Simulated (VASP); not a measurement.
# SnSe (zincblende type) (F-43m) in VASP: a series of runs, part 2 of 2

VASP 6.6.1. The steps go on from the part before.

## (3) Single point, LDA (volume scaled by 0.55)

INCAR reads:

```
SYSTEM = SnSe
  PREC = Accurate
  ENCUT = 520
  EDIFF = 1E-6
  ISMEAR = -1
  SIGMA = 0.08
  LREAL = .FALSE.
  LASPH = .TRUE.
  NELM = 100
  ALGO = Normal
  ISIF = 2
  LWAVE = .FALSE.
  LCHARG = .FALSE.
  GGA = CA
  NBANDS = 17
```

KPOINTS reads:

```
regular mesh
0
G
  11 11 11
  0 0 0
```

POSCAR reads:

```
SnSe
1.0
    0.0000000000      2.6951260308      2.6951260308
    2.6951260308      0.0000000000      2.6951260308
    2.6951260308      2.6951260308      0.0000000000
Sn Se
1 1
Direct
    0.0000000000      0.0000000000      0.0000000000
    0.2500000000      0.2500000000      0.2500000000
```

Potentials or basis: VASP PAW LDA potentials, release 64 (Sn_d, Se).

Run with:

```
> cat potpaw_LDA.64/Sn_d/POTCAR potpaw_LDA.64/Se/POTCAR > POTCAR
> mpirun -np 1 vasp_std > vasp.out
```

OUTCAR:

```text
SYSTEM = SnSe
   PREC = Accurate
   ENCUT = 520
   EDIFF = 1E-6
   ISMEAR = -1
   LREAL = .FALSE.
   LASPH = .TRUE.
   NELM = 100
   ISIF = 2
   GGA = CA

 ion  position               nearest neighbor table
   1  0.000  0.000  0.000-   2 2.33   2 2.33   2 2.33   2 2.33
   2  0.250  0.250  0.250-   1 2.33   1 2.33   1 2.33   1 2.33

  LATTYP: Found a face centered cubic cell.
 ALAT       =     5.3902520616

  Lattice vectors:

 A1 = (   0.0000000000,   2.6951260308,   2.6951260308)
 A2 = (   2.6951260308,   0.0000000000,   2.6951260308)
 A3 = (   2.6951260308,   2.6951260308,   0.0000000000)

Analysis of symmetry for initial positions (statically):
=====================================================================
 Subroutine PRICEL returns:
 Original cell was already a primitive cell.

 Routine SETGRP: Setting up the symmetry group for a
 face centered cubic supercell.

 Subroutine GETGRP returns: Found 24 space group operations
 (whereof 24 operations were pure point group operations)
 out of a pool of 48 trial point group operations.

The static configuration has the point symmetry T_d .

Analysis of symmetry for dynamics (positions and initial velocities):
=====================================================================
 Subroutine PRICEL returns:
 Original cell was already a primitive cell.

 Routine SETGRP: Setting up the symmetry group for a
 face centered cubic supercell.

 Subroutine GETGRP returns: Found 24 space group operations
 (whereof 24 operations were pure point group operations)
 out of a pool of 48 trial point group operations.

The dynamic configuration has the point symmetry T_d .

 Subroutine INISYM returns: Found 24 space group operations
 (whereof 24 operations are pure point group operations),
 and found     1 'primitive' translations

----------------------------------------------------------------------------------------

                                     Primitive cell

  volume of cell :      39.1532

  direct lattice vectors                    reciprocal lattice vectors
     0.000000000  2.695126031  2.695126031    -0.185520081  0.185520081  0.185520081
     2.695126031  0.000000000  2.695126031     0.185520081 -0.185520081  0.185520081
     2.695126031  2.695126031  0.000000000     0.185520081  0.185520081 -0.185520081

  length of vectors
     3.811483785  3.811483785  3.811483785     0.321330206  0.321330206  0.321330206

  position of ions in fractional coordinates (direct lattice)
     0.000000000  0.000000000  0.000000000
     0.250000000  0.250000000  0.250000000

  ion indices of the primitive-cell ions
   primitive index   ion index
                 1           1
                 2           2

----------------------------------------------------------------------------------------

 KPOINTS: regular mesh

Automatic generation of k-mesh.
 Grid dimensions read from file:
 generate k-points for:   11   11   11

 Generating k-lattice:

  Cartesian coordinates                     Fractional coordinates (reciprocal lattice)
    -0.016865462  0.016865462  0.016865462     0.090909091  0.000000000  0.000000000
     0.016865462 -0.016865462  0.016865462     0.000000000  0.090909091  0.000000000
     0.016865462  0.016865462 -0.016865462     0.000000000  0.000000000  0.090909091

  Length of vectors
     0.029211837  0.029211837  0.029211837

  Shift w.r.t. Gamma in fractional coordinates (k-lattice)
     0.000000000  0.000000000  0.000000000

 Subroutine IBZKPT returns following result:
 ===========================================

 Found     56 irreducible k-points:

 Following reciprocal coordinates:
            Coordinates               Weight
  0.000000  0.000000  0.000000      1.000000
  0.090909  0.000000  0.000000      8.000000
  0.181818  0.000000  0.000000      8.000000
  0.272727  0.000000  0.000000      8.000000
  0.363636  0.000000  0.000000      8.000000
  0.454545  0.000000  0.000000      8.000000
[... 16 lines left out ...]
 -0.272727  0.181818  0.000000     24.000000
 -0.181818  0.181818  0.000000     12.000000
 [... further k-points ...]
   k-points           NKPTS =     56   k-points in BZ     NKDIM =     56   number of bands    NBANDS=     17
   number of dos      NEDOS =    301   number of ions     NIONS =      2
   total plane-waves  NPLWV =  21952
   dimension x,y,z NGX =    28 NGY =   28 NGZ =   28
   dimension x,y,z NGXF=    56 NGYF=   56 NGZF=   56
   ions per type =               1   1
   NGX,Y,Z   is equivalent  to a cutoff of  12.21, 12.21, 12.21 a.u.
   NGXF,Y,Z  is equivalent  to a cutoff of  24.43, 24.43, 24.43 a.u.
 SYSTEM =  SnSe
   PREC   = accura    normal or accurate (medium, high low for compatibility)
   ISTART =      0    job   : 0-new  1-cont  2-samecut
   ICHARG =      2    charge: 1-file 2-atom 10-const
   ISPIN  =      1    spin polarized calculation?
   LNONCOLLINEAR =      F non collinear calculations
   LSORBIT =      F    spin-orbit coupling
   LASPH  =      T    aspherical Exc in radial PAW
   ENCUT  =  520.0 eV  38.22 Ry    6.18 a.u.   7.09  7.09  7.09*2*pi/ulx,y,z
   NELM   =    100;   NELMIN=  2; NELMDL= -5     # of ELM steps
   EDIFF  = 0.1E-05   stopping-criterion for ELM
   LREAL  =      F    real-space projection
   EDIFFG = 0.1E-04   stopping-criterion for IOM
   NSW    =      0    number of steps for IOM
   IBRION =     -1    ionic relax: 0-MD 1-quasi-New 2-CG
   NFREE  =      0    steps in history (QN), initial steepest desc. (CG)
   ISIF   =      2    stress and relaxation
   ISYM   =      2    0-nonsym 1-usesym 2-fastsym
   POTIM  = 0.5000    time-step for ionic-motion
   TEBEG  =    0.0;   TEEND  =   0.0 temperature during run
   PSTRESS=    0.0 pullay stress
   NELECT =      20.0000    total number of electrons
   NUPDOWN=      -1.0000    fix difference up-down
   EMIN   =  10.00;   EMAX   =-10.00  energy-range for DOS
   EFERMI =   0.00;   METHOD = LEGACY
   ISMEAR =    -1;   SIGMA  =   0.08  broadening in eV -4-tet -1-fermi 0-gaus
   EFERMI_NEDOS =   21; number of points for ismear=-14 and -15
   IALGO  =     38    algorithm
   IMIX   =      4    mixing-type and parameters
     AMIX     =   0.40;   BMIX     =  1.00
     AMIX_MAG =   1.60;   BMIX_MAG =  1.00
  volume/ion in A,a.u.               =      19.58       132.11
  Fermi-wavevector in a.u.,A,eV,Ry     =   1.308667  2.473022 23.301457  1.712609
  Thomas-Fermi vector in A             =   2.439318
   LORBIT       =      0    0 simple, 1 ext, 2 COOP (PROOUT), +10 PAW based schemes
   GGA     = CA    functional components
   LHFCALC =     F    Hartree Fock is set to
   AEXX    =    0.0000 exact exchange contribution
   IVDW    =     0    specifies the selected vdW correction
   LEPSILON=     F    determine dielectric tensor
   LRPA    =     F    only Hartree local field effects (RPA)
 non-spin polarized calculation
  energy-cutoff  :      520.00
  volume of cell :       39.15
 maximum number of plane-waves:      1067
   NGX = 15   NGY = 15   NGZ = 15

 number of electron      19.9999992 magnetization

 Free energy of the ion-electron system (eV)
  ---------------------------------------------------
  ext. energy  EPLUGINS =         0.00000000
  ---------------------------------------------------
  free energy    TOTEN  =        -4.77062421 eV

  energy without entropy =       -4.75429385  energy(sigma->0) =       -4.76245903

 E-fermi :  10.6065     XC(G=0): -11.2650

 val. band max:       10.5961785516   @ k =  -0.2727   0.2727   0.0909
 cond. band min:      10.6401940472   @ k =   0.3636   0.2727   0.0909
 fundamental gap:      0.0440154957
 Fermi energy:        10.6065030768

 k-point     1 :       0.0000    0.0000    0.0000
  band No.  band energies     occupation
      1     -12.5073      2.00000
      2     -12.5073      2.00000
      3     -12.5073      2.00000
      4     -12.2958      2.00000
      5     -12.2958      2.00000
      6      -8.1244      2.00000
[... 9 lines left out ...]
     16      18.3972      0.00000
     17      19.4295      0.00000
[... 441 lines left out ...]
 k-point    24 :      -0.1818    0.1818    0.0000
  band No.  band energies     occupation
      1     -12.5964      2.00000
      2     -12.4717      2.00000
      3     -12.4640      2.00000
      4     -12.3021      2.00000
      5     -12.2896      2.00000
      6      -7.0218      2.00000
[... 9 lines left out ...]
     16      19.7171      0.00000
     17      20.6104      0.00000

 [... further k-points ...]

------------------------ aborting loop because EDIFF is reached ----------------------------------------

  FORCE on cell =-STRESS in cart. coord.  units (eV):
  Direction    XX          YY          ZZ          XY          YZ          ZX
  --------------------------------------------------------------------------------------
  -------------------------------------------------------------------------------------
  Total       16.4295070     16.4295070     16.4295070     -0.0000000     -0.0000000      0.0000000
  in kB      672.3073850    672.3073850    672.3073850     -0.0000000     -0.0000000      0.0000000
  external PRESSURE =     672.3073850 kB  Pullay stress =       0.0000000 kB

 VOLUME and BASIS-vectors are now :
 -----------------------------------------------------------------------------
  energy-cutoff  :      520.00
  volume of cell :       39.15
      direct lattice vectors                 reciprocal lattice vectors
     0.000000000  2.695126031  2.695126031    -0.185520081  0.185520081  0.185520081
     2.695126031  0.000000000  2.695126031     0.185520081 -0.185520081  0.185520081
     2.695126031  2.695126031  0.000000000     0.185520081  0.185520081 -0.185520081

 POSITION                                       TOTAL-FORCE (eV/Angst)
 -----------------------------------------------------------------------------------
      0.00000      0.00000      0.00000        -0.000000     -0.000000     -0.000000
      1.34756      1.34756      1.34756         0.000000      0.000000      0.000000
 -----------------------------------------------------------------------------------
    total drift:                               -0.000001     -0.000001     -0.000001

  FREE ENERGIE OF THE ION-ELECTRON SYSTEM (eV)
  ---------------------------------------------------
  free  energy   TOTEN  =        -4.7706242053 eV

  energy  without entropy=       -4.7542938527  energy(sigma->0) =       -4.76245903
```

OSZICAR:

```text
N       E                     dE             d eps       ncg     rms          rms(c)
DAV:   1     0.145191144298E+03    0.14519E+03   -0.98874E+03  1940   0.166E+03
DAV:   2     0.781594015875E+01   -0.13738E+03   -0.13309E+03  2091   0.374E+02
DAV:   3    -0.469525777611E+01   -0.12511E+02   -0.12360E+02  2343   0.968E+01
DAV:   4    -0.497907720655E+01   -0.28382E+00   -0.28354E+00  2298   0.152E+01
DAV:   5    -0.498639704281E+01   -0.73198E-02   -0.73193E-02  2645   0.242E+00    0.129E+01
DAV:   6    -0.482028530918E+01    0.16611E+00   -0.14821E-01  2915   0.360E+00    0.774E+00
DAV:   7    -0.477359499927E+01    0.46690E-01   -0.11103E-01  2636   0.241E+00    0.460E-01
DAV:   8    -0.477070236797E+01    0.28926E-02   -0.16762E-02  2673   0.114E+00    0.312E-01
DAV:   9    -0.477064015838E+01    0.62210E-04   -0.91847E-04  2156   0.215E-01    0.747E-02
DAV:  10    -0.477062675245E+01    0.13406E-04   -0.71522E-05  2970   0.115E-01    0.316E-02
DAV:  11    -0.477062448338E+01    0.22691E-05   -0.14814E-05  2164   0.294E-02    0.128E-02
DAV:  12    -0.477062420534E+01    0.27804E-06   -0.72839E-07  1207   0.975E-03
   1 F= -.47706242E+01 E0= -.47624590E+01  d E =-.163304E-01
```

stdout:

```text
POSCAR found type information on POSCAR SnSe
 POSCAR found :  2 types and       2 ions
 scaLAPACK will be used
 LDA part: xc-table for (Slater(with rela. corr.)+CA(PZ))
 , standard interpolation
 POSCAR, INCAR and KPOINTS ok, starting setup
 FFT: planning ... GRIDC
 FFT: planning ... GRID_SOFT
 FFT: planning ... GRID
 WAVECAR not read
 entering main loop
```

Run time: 26 s. Hardware: 1 thread of Intel Xeon 6975P-C, shared host; peak memory 0.17 GiB.

What came out:

* Free energy: -4.7706 eV
* Pressure: 67.2 GPa
* Band gap on the k mesh: zero (band 10 reaches 11.28 eV, above the bottom of band 11 at 9.42 eV)

Caveat: spin-orbit coupling is left out, which moves the levels of the heavy elements.

## (4) Single point, LDA (volume scaled by 0.55)

INCAR reads:

```
ALGO = Normal
EDIFF = 1E-6
ENCUT = 520
GGA = CA
ISIF = 2
ISMEAR = -1
LASPH = True
LCHARG = False
LREAL = False
LWAVE = False
NBANDS = 17
NELM = 60
PREC = Accurate
SIGMA = 0.08
```

KPOINTS reads:

```
k-points
0
Gamma
  11 11 11
```

POSCAR is that of step 3.

Run with:

```
> cat potpaw_LDA.64/Sn_d/POTCAR potpaw_LDA.64/Se/POTCAR > POTCAR
> mpirun -np 1 vasp_std > vasp.out
```

Run time: 28 s. Hardware: 1 thread of Intel Xeon 6975P-C, shared host; peak memory 0.16 GiB.

It converged, with:

```
Free energy            : -4.7706 eV
Pressure               : 67.2 GPa
Band gap on the k mesh : zero (band 10 reaches 11.28 eV, above the bottom of band 11 at 9.42 eV)
```

Levels at points of the mesh, in eV from the Fermi level:
```
           k point  band 8  band 9  band 10  band 11  band 12  band 13
(0.00, 0.00, 0.00)   -4.25   -4.25    -3.16     0.80     0.80     0.80
```

Caveat: spin-orbit coupling is left out, which moves the levels of the heavy elements.

## (5) Single point, LDA (volume scaled by 0.64)

INCAR reads:

```
SYSTEM = SnSe
ALGO = Normal ; EDIFF = 1E-6
ENCUT = 520 ; GGA = CA
ISIF = 2 ; ISMEAR = -1
LASPH = .True. ; LCHARG = .True.
LELF = .True. ; LREAL = .False.
LVHAR = .True. ; LWAVE = .False.
NBANDS = 17 ; NELM = 80
PREC = Accurate ; SIGMA = 0.08
```

KPOINTS reads:

```
k-points
0
Gamma
  11 11 11
  0 0 0
```

POSCAR reads:

```
SnSe
1.0
    0.0000000000      2.8347722551      2.8347722551
    2.8347722551      0.0000000000      2.8347722551
    2.8347722551      2.8347722551      0.0000000000
Sn Se
1 1
Direct
    0.0000000000      0.0000000000      0.0000000000
    0.2500000000      0.2500000000      0.2500000000
```

Potentials or basis: VASP PAW LDA potentials, release 64 (Sn_d, Se).

Run with:

```
> cat potpaw_LDA.64/Sn_d/POTCAR potpaw_LDA.64/Se/POTCAR > POTCAR
> mpirun -np 1 vasp_std > vasp.out
```

OUTCAR:

```text
SYSTEM = SnSe
   EDIFF = 1E-6
   ENCUT = 520
   GGA = CA
   ISIF = 2
   ISMEAR = -1
   LASPH = .True.
   LREAL = .False.
   NELM = 80
   PREC = Accurate

 ion  position               nearest neighbor table
   1  0.000  0.000  0.000-   2 2.45   2 2.45   2 2.45   2 2.45
   2  0.250  0.250  0.250-   1 2.45   1 2.45   1 2.45   1 2.45

  LATTYP: Found a face centered cubic cell.
 ALAT       =     5.6695445102

  Lattice vectors:

 A1 = (   0.0000000000,   2.8347722551,   2.8347722551)
 A2 = (   2.8347722551,   0.0000000000,   2.8347722551)
 A3 = (   2.8347722551,   2.8347722551,   0.0000000000)

[... 647 lines left out ...]
      5     -13.9810      2.00000
      6      -7.9610      2.00000
[... 9 lines left out ...]
     16      16.8964      0.00000
     17      18.2044      0.00000

 [... further k-points ...]
[... 5 lines left out ...]
  --------------------------------------------------------------------------------------
  -------------------------------------------------------------------------------------
  Total       10.3787420     10.3787420     10.3787420      0.0000000     -0.0000000      0.0000000
  in kB      364.9814415    364.9814415    364.9814415      0.0000000     -0.0000000      0.0000000
  external PRESSURE =     364.9814415 kB  Pullay stress =       0.0000000 kB

 VOLUME and BASIS-vectors are now :
 -----------------------------------------------------------------------------
  energy-cutoff  :      520.00
  volume of cell :       45.56
      direct lattice vectors                 reciprocal lattice vectors
     0.000000000  2.834772255  2.834772255    -0.176381012  0.176381012  0.176381012
     2.834772255  0.000000000  2.834772255     0.176381012 -0.176381012  0.176381012
     2.834772255  2.834772255  0.000000000     0.176381012  0.176381012 -0.176381012

 POSITION                                       TOTAL-FORCE (eV/Angst)
 -----------------------------------------------------------------------------------
      0.00000      0.00000      0.00000        -0.000000     -0.000000     -0.000000
      1.41739      1.41739      1.41739         0.000000      0.000000      0.000000
 -----------------------------------------------------------------------------------
    total drift:                                0.000000      0.000000      0.000000

  FREE ENERGIE OF THE ION-ELECTRON SYSTEM (eV)
  ---------------------------------------------------
  free  energy   TOTEN  =        -6.7785242460 eV

  energy  without entropy=       -6.7595285199  energy(sigma->0) =       -6.76902638
```

stdout:

```text
POSCAR found type information on POSCAR SnSe
 POSCAR found :  2 types and       2 ions
 scaLAPACK will be used
 LDA part: xc-table for (Slater(with rela. corr.)+CA(PZ))
 , standard interpolation
 POSCAR, INCAR and KPOINTS ok, starting setup
 FFT: planning ... GRIDC
 FFT: planning ... GRID_SOFT
 FFT: planning ... GRID
 WAVECAR not read
 entering main loop
```

Wall time 37 s (1 thread of Intel Xeon 6975P-C, shared host); peak memory 0.18 GiB.

What came out:

```
Free energy            : -6.7785 eV
Pressure               : 36.5 GPa
Band gap on the k mesh : zero (band 10 reaches 9.03 eV, above the bottom of band 11 at 7.43 eV)
```

Caveat: spin-orbit coupling is left out, which moves the levels of the heavy elements.
